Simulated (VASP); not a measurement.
# Ba in VASP: further runs

Ba is run at these levels: PBEsol; tasks: single point.

All numbers are computed with VASP 6.6.1; they aren't measurements. Logs are shortened: lines on timing, memory, paths and dates and some standing lists are left out, and cuts for length are marked.

### Step 1. The cell of the first run

The structure is tetragonal, space group I4/mmm (No. 139). The conventional cell has a = 5.100 Å, b = 5.100 Å, c = 5.000 Å, α = 90.00°, β = 90.00°, γ = 90.00°. Ba (site symmetry 4/mmm) has 14 Ba at 4.39 to 5.10 Å within 5.8 Å.

### Step 2. Single point, PBEsol (equal xx and yy strain of +2 %)

INCAR

```
PREC = Accurate
ENCUT = 520
EDIFF = 1E-7
ISMEAR = -1
SIGMA = 0.05
LREAL = False
LASPH = True
NELM = 100
ALGO = Normal
ISIF = 2
LWAVE = False
LCHARG = False
GGA = PS
NBANDS = 11
```

KPOINTS

```
regular mesh
0
Gamma
  10 10 10
```

POSCAR

```
Ba
1.0
   -2.5500000000      2.5500000000      2.5000000000
    2.5500000000     -2.5500000000      2.5000000000
    2.5500000000      2.5500000000     -2.5000000000
Ba
1
Direct
    0.0000000000      0.0000000000      0.0000000000
```

Potentials or basis: VASP PAW PBE potentials, release 64 (Ba_sv).

Launch:

```bash
cat potpaw_PBE.64/Ba_sv/POTCAR > POTCAR
mpirun -np 1 vasp_std > vasp.out
```

OUTCAR:

```text
PREC = Accurate
   ENCUT = 520
   EDIFF = 1E-7
   ISMEAR = -1
   LREAL = False
   LASPH = True
   NELM = 100
   ISIF = 2
   GGA = PS

 ion  position               nearest neighbor table
   1  0.000  0.000  0.000-

  LATTYP: Found a body centered tetragonal cell.
 ALAT       =     5.1000000000
 C/A-ratio  =     0.9803921569

  Lattice vectors:

 A1 = (  -2.5500000000,   2.5500000000,   2.5000000000)
 A2 = (   2.5500000000,  -2.5500000000,   2.5000000000)
 A3 = (   2.5500000000,   2.5500000000,  -2.5000000000)

Analysis of symmetry for initial positions (statically):
=====================================================================
 Subroutine PRICEL returns:
 Original cell was already a primitive cell.

 Routine SETGRP: Setting up the symmetry group for a
 body centered tetragonal supercell.

 Subroutine GETGRP returns: Found 16 space group operations
 (whereof 16 operations were pure point group operations)
 out of a pool of 16 trial point group operations.

The static configuration has the point symmetry D_4h.

Analysis of symmetry for dynamics (positions and initial velocities):
=====================================================================
 Subroutine PRICEL returns:
 Original cell was already a primitive cell.

 Routine SETGRP: Setting up the symmetry group for a
 body centered tetragonal supercell.

 Subroutine GETGRP returns: Found 16 space group operations
 (whereof 16 operations were pure point group operations)
 out of a pool of 16 trial point group operations.

The dynamic configuration has the point symmetry D_4h.

 Subroutine INISYM returns: Found 16 space group operations
 (whereof 16 operations are pure point group operations),
 and found     1 'primitive' translations

----------------------------------------------------------------------------------------

                                     Primitive cell

  volume of cell :      65.0250

  direct lattice vectors                    reciprocal lattice vectors
    -2.550000000  2.550000000  2.500000000     0.000000000  0.196078431  0.200000000
     2.550000000 -2.550000000  2.500000000     0.196078431  0.000000000  0.200000000
     2.550000000  2.550000000 -2.500000000     0.196078431  0.196078431  0.000000000

  length of vectors
     4.388051960  4.388051960  4.388051960     0.280083472  0.280083472  0.277296777

  position of ions in fractional coordinates (direct lattice)
     0.000000000  0.000000000  0.000000000

  ion indices of the primitive-cell ions
   primitive index   ion index
                 1           1

----------------------------------------------------------------------------------------

 KPOINTS: regular mesh

Automatic generation of k-mesh.
 Grid dimensions read from file:
 generate k-points for:   10   10   10

 Generating k-lattice:

  Cartesian coordinates                     Fractional coordinates (reciprocal lattice)
     0.000000000  0.019607843  0.020000000     0.100000000  0.000000000 -0.000000000
     0.019607843  0.000000000  0.020000000     0.000000000  0.100000000 -0.000000000
     0.019607843  0.019607843  0.000000000     0.000000000  0.000000000  0.100000000

  Length of vectors
     0.028008347  0.028008347  0.027729678

  Shift w.r.t. Gamma in fractional coordinates (k-lattice)
     0.000000000  0.000000000  0.000000000

 Subroutine IBZKPT returns following result:
 ===========================================

 Found    102 irreducible k-points:

 Following reciprocal coordinates:
            Coordinates               Weight
  0.000000  0.000000  0.000000      1.000000
  0.100000  0.000000  0.000000      8.000000
  0.200000  0.000000  0.000000      8.000000
  0.300000  0.000000  0.000000      8.000000
  0.400000  0.000000  0.000000      8.000000
  0.500000  0.000000  0.000000      4.000000
[... 16 lines left out ...]
  0.300000  0.300000 -0.000000      8.000000
  0.400000  0.300000  0.000000     16.000000
 [... further k-points ...]
   k-points           NKPTS =    102   k-points in BZ     NKDIM =    102   number of bands    NBANDS=     11
   number of dos      NEDOS =    301   number of ions     NIONS =      1
   total plane-waves  NPLWV =  46656
   dimension x,y,z NGX =    36 NGY =   36 NGZ =   36
   dimension x,y,z NGXF=    72 NGYF=   72 NGZF=   72
   ions per type =               1
   NGX,Y,Z   is equivalent  to a cutoff of  13.64, 13.64, 13.64 a.u.
   NGXF,Y,Z  is equivalent  to a cutoff of  27.28, 27.28, 27.28 a.u.
 SYSTEM =  unknown system
   PREC   = accura    normal or accurate (medium, high low for compatibility)
   ISTART =      0    job   : 0-new  1-cont  2-samecut
   ICHARG =      2    charge: 1-file 2-atom 10-const
   ISPIN  =      1    spin polarized calculation?
   LNONCOLLINEAR =      F non collinear calculations
   LSORBIT =      F    spin-orbit coupling
   LASPH  =      T    aspherical Exc in radial PAW
   ENCUT  =  520.0 eV  38.22 Ry    6.18 a.u.   8.16  8.16  8.16*2*pi/ulx,y,z
   NELM   =    100;   NELMIN=  2; NELMDL= -5     # of ELM steps
   EDIFF  = 0.1E-06   stopping-criterion for ELM
   LREAL  =      F    real-space projection
   EDIFFG = 0.1E-05   stopping-criterion for IOM
   NSW    =      0    number of steps for IOM
   IBRION =     -1    ionic relax: 0-MD 1-quasi-New 2-CG
   NFREE  =      0    steps in history (QN), initial steepest desc. (CG)
   ISIF   =      2    stress and relaxation
   ISYM   =      2    0-nonsym 1-usesym 2-fastsym
   POTIM  = 0.5000    time-step for ionic-motion
   TEBEG  =    0.0;   TEEND  =   0.0 temperature during run
   PSTRESS=    0.0 pullay stress
   NELECT =      10.0000    total number of electrons
   NUPDOWN=      -1.0000    fix difference up-down
   EMIN   =  10.00;   EMAX   =-10.00  energy-range for DOS
   EFERMI =   0.00;   METHOD = LEGACY
   ISMEAR =    -1;   SIGMA  =   0.05  broadening in eV -4-tet -1-fermi 0-gaus
   EFERMI_NEDOS =   21; number of points for ismear=-14 and -15
   IALGO  =     38    algorithm
   IMIX   =      4    mixing-type and parameters
     AMIX     =   0.40;   BMIX     =  1.00
     AMIX_MAG =   1.60;   BMIX_MAG =  1.00
  volume/ion in A,a.u.               =      65.02       438.81
  Fermi-wavevector in a.u.,A,eV,Ry     =   0.877098  1.657475 10.466971  0.769301
  Thomas-Fermi vector in A             =   1.996999
   LORBIT       =      0    0 simple, 1 ext, 2 COOP (PROOUT), +10 PAW based schemes
   GGA     = PS    functional components
   LHFCALC =     F    Hartree Fock is set to
   AEXX    =    0.0000 exact exchange contribution
   IVDW    =     0    specifies the selected vdW correction
   LEPSILON=     F    determine dielectric tensor
   LRPA    =     F    only Hartree local field effects (RPA)
 non-spin polarized calculation
  energy-cutoff  :      520.00
  volume of cell :       65.02
 maximum number of plane-waves:      1772
 NGX is ok and might be reduce to    36
   NGX = 17   NGY = 17   NGZ = 17

 number of electron      10.0000000 magnetization

 Free energy of the ion-electron system (eV)
  ---------------------------------------------------
  ext. energy  EPLUGINS =         0.00000000
  ---------------------------------------------------
  free energy    TOTEN  =        -2.13505636 eV

  energy without entropy =       -2.12403042  energy(sigma->0) =       -2.12954339

 E-fermi :   1.4260     XC(G=0):  -7.4041

 val. band max:        1.3964637545   @ k =  -0.3000   0.5000   0.3000
 cond. band min:       1.4312843638   @ k =  -0.3000  -0.4000   0.1000
 fundamental gap:      0.0348206093
 Fermi energy:         1.4259569006

 k-point     1 :       0.0000    0.0000    0.0000
  band No.  band energies     occupation
      1     -27.4781      2.00000
      2     -12.4261      2.00000
      3     -12.4261      2.00000
      4     -12.4252      2.00000
      5      -1.3158      2.00000
      6       3.1350      0.00000
      7       3.2519      0.00000
      8       3.2519      0.00000
      9       4.5165      0.00000
     10       4.6871      0.00000
     11       8.2337      0.00000

 k-point     2 :       0.1000    0.0000    0.0000
  band No.  band energies     occupation
      1     -27.4745      2.00000
      2     -12.4685      2.00000
      3     -12.4396      2.00000
      4     -12.4261      2.00000
      5      -1.1345      2.00000
      6       3.0381      0.00000
      7       3.1618      0.00000
      8       3.3856      0.00000
      9       4.4032      0.00000
     10       4.5798      0.00000
     11       8.4977      0.00000

 k-point     3 :       0.2000    0.0000    0.0000
  band No.  band energies     occupation
      1     -27.4649      2.00000
      2     -12.5776      2.00000
      3     -12.4747      2.00000
      4     -12.4274      2.00000
      5      -0.6407      2.00000
      6       2.7154      0.00000
      7       2.7983      0.00000
      8       3.9201      0.00000
      9       4.3242      0.00000
     10       4.5908      0.00000
     11       8.7566      0.00000

 k-point     4 :       0.3000    0.0000    0.0000
  band No.  band energies     occupation
      1     -27.4531      2.00000
      2     -12.7071      2.00000
      3     -12.5173      2.00000
      4     -12.4289      2.00000
      5      -0.0061      2.00000
      6       2.3839      0.00000
      7       2.4247      0.00000
      8       4.5016      0.00000
      9       4.7338      0.00000
     10       4.7737      0.00000
     11       8.1842      0.00000
[... 239 lines left out ...]
 k-point    22 :      -0.2000    0.2000    0.0000
  band No.  band energies     occupation
      1     -27.4652      2.00000
      2     -12.5784      2.00000
      3     -12.4714      2.00000
      4     -12.4254      2.00000
      5      -0.6550      2.00000
      6       2.7421      0.00000
      7       2.8054      0.00000
      8       3.9690      0.00000
      9       4.1935      0.00000
     10       4.6604      0.00000
     11       8.6868      0.00000

 k-point    23 :       0.3000    0.3000   -0.0000
  band No.  band energies     occupation
      1     -27.4359      2.00000
      2     -12.7544      2.00000
      3     -12.6715      2.00000
      4     -12.4791      2.00000
      5       1.3871      1.37051
      6       1.8527      0.00039
      7       2.1235      0.00000
      8       4.6388      0.00000
      9       5.0215      0.00000
     10       6.1167      0.00000
     11       7.3304      0.00000

 k-point    24 :       0.4000    0.3000    0.0000
  band No.  band energies     occupation
      1     -27.4361      2.00000
      2     -12.7534      2.00000
      3     -12.6717      2.00000
      4     -12.4770      2.00000
      5       1.3939      1.31019
      6       1.8794      0.00023
      7       2.0865      0.00000
      8       4.6960      0.00000
      9       4.8833      0.00000
     10       6.1664      0.00000
     11       7.3136      0.00000

 [... further k-points ...]
[... 5 lines left out ...]
  --------------------------------------------------------------------------------------
  -------------------------------------------------------------------------------------
  Total       -0.3515100     -0.3515100     -0.3155246      0.0000000     -0.0000000      0.0000000
  in kB       -8.6609976     -8.6609976     -7.7743393      0.0000000     -0.0000000      0.0000000
  external PRESSURE =      -8.3654448 kB  Pullay stress =       0.0000000 kB

 VOLUME and BASIS-vectors are now :
 -----------------------------------------------------------------------------
  energy-cutoff  :      520.00
  volume of cell :       65.02
      direct lattice vectors                 reciprocal lattice vectors
    -2.550000000  2.550000000  2.500000000     0.000000000  0.196078431  0.200000000
     2.550000000 -2.550000000  2.500000000     0.196078431  0.000000000  0.200000000
     2.550000000  2.550000000 -2.500000000     0.196078431  0.196078431  0.000000000

 POSITION                                       TOTAL-FORCE (eV/Angst)
 -----------------------------------------------------------------------------------
      0.00000      0.00000      0.00000         0.000000      0.000000      0.000000
 -----------------------------------------------------------------------------------
    total drift:                               -0.000000      0.000000      0.000000

  FREE ENERGIE OF THE ION-ELECTRON SYSTEM (eV)
  ---------------------------------------------------
  free  energy   TOTEN  =        -2.1350563609 eV

  energy  without entropy=       -2.1240304201  energy(sigma->0) =       -2.12954339
```

Wall time 57 s (1 thread of Intel Xeon Platinum 8259CL at 2.50GHz (Skylake/Cascade Lake), shared host); peak memory 0.23 GiB.

What came out:

| Item | Value |
| --- | --- |
| Free energy | -2.1351 eV |
| Pressure | -0.8 GPa |
| Band gap on the k mesh | zero (band 5 reaches 1.76 eV, above the bottom of band 6 at 0.96 eV) |

Levels at points of the mesh, in eV from the Fermi level:
| k point | band 2 | band 3 | band 4 | band 5 | band 6 | band 7 | band 8 | band 9 |
| --- | --- | --- | --- | --- | --- | --- | --- | --- |
| (0.00, 0.00, 0.00) | -13.85 | -13.85 | -13.85 | -2.74 | 1.71 | 1.83 | 1.83 | 3.09 |
| (0.50, 0.00, 0.00) | -14.27 | -13.99 | -13.86 | -0.87 | 0.65 | 1.20 | 3.16 | 3.74 |
| (0.50, 0.50, 0.00) | -14.27 | -13.98 | -13.85 | -0.89 | 0.77 | 1.14 | 3.01 | 3.64 |
| (0.50, 0.50, 0.50) | -14.15 | -14.15 | -14.13 | -0.50 | -0.47 | 4.12 | 4.12 | 4.34 |

Caveat: the cell differs from its parent crystal (equal xx and yy strain of +2 %); the PAW data sets were made with another functional, which shifts forces and pressure a little; spin-orbit coupling is left out, which moves the levels of the heavy elements.

### Step 3. Single point, PBEsol (equal xy, yz and zx shear strains of -2 %)

INCAR

```
SYSTEM = Ba
PREC = Accurate
ENCUT = 520
EDIFF = 1E-6
ISMEAR = -1
SIGMA = 0.05
LREAL = .False.
LASPH = .True.
NELM = 60
ALGO = Normal
ISIF = 2
LWAVE = .False.
LCHARG = .False.
GGA = PS
NBANDS = 11
```

KPOINTS

```
regular mesh
0
Gamma
  10 10 10
  0 0 0
```

POSCAR

```
Ba
1.0
   -2.5500000000      2.5000000000      2.5000000000
    2.5000000000     -2.5500000000      2.5000000000
    2.5000000000      2.5000000000     -2.5500000000
Ba
1
Direct
    0.0000000000      0.0000000000      0.0000000000
```

Potentials or basis: VASP PAW PBE potentials, release 64 (Ba_sv).

Launch:

```bash
cat potpaw_PBE.64/Ba_sv/POTCAR > POTCAR
mpirun -np 1 vasp_std > vasp.out
```

Wall time 33 s (1 thread of Intel Xeon Platinum 8259CL at 2.50GHz (Skylake/Cascade Lake), shared host); peak memory 0.22 GiB.

The run converged. Its results:

- Free energy: -2.1438 eV
- Pressure: -0.5 GPa
- Band gap on the k mesh: zero (band 5 reaches 1.89 eV, above the bottom of band 6 at 1.01 eV)

Stress tensor (GPa, compression positive):
```
-0.54  0.22  0.22
 0.22 -0.54  0.22
 0.22  0.22 -0.54
```

Levels at points of the mesh, in eV from the Fermi level:
```csv
k point,band 1,band 2,band 3,band 4,band 5,band 6,band 7,band 8,band 9,band 10
"(0.00, 0.00, 0.00)",-28.83,-13.76,-13.76,-13.74,-2.76,1.68,1.90,1.90,3.30,3.30
"(0.50, 0.00, 0.00)",-28.78,-14.25,-13.92,-13.76,-0.88,0.70,1.36,3.17,3.75,5.33
"(0.50, 0.50, 0.00)",-28.79,-14.22,-13.90,-13.75,-0.91,0.66,1.23,3.31,3.92,5.24
"(0.50, 0.50, 0.50)",-28.75,-14.13,-14.07,-14.07,-0.53,-0.53,4.35,4.35,4.49,4.69
```

Caveat: the cell differs from its parent crystal (equal xy, yz and zx shear strains of -2 %); the PAW data sets were made with another functional, which shifts forces and pressure a little; spin-orbit coupling is left out, which moves the levels of the heavy elements.

[end of part 1 of 2]
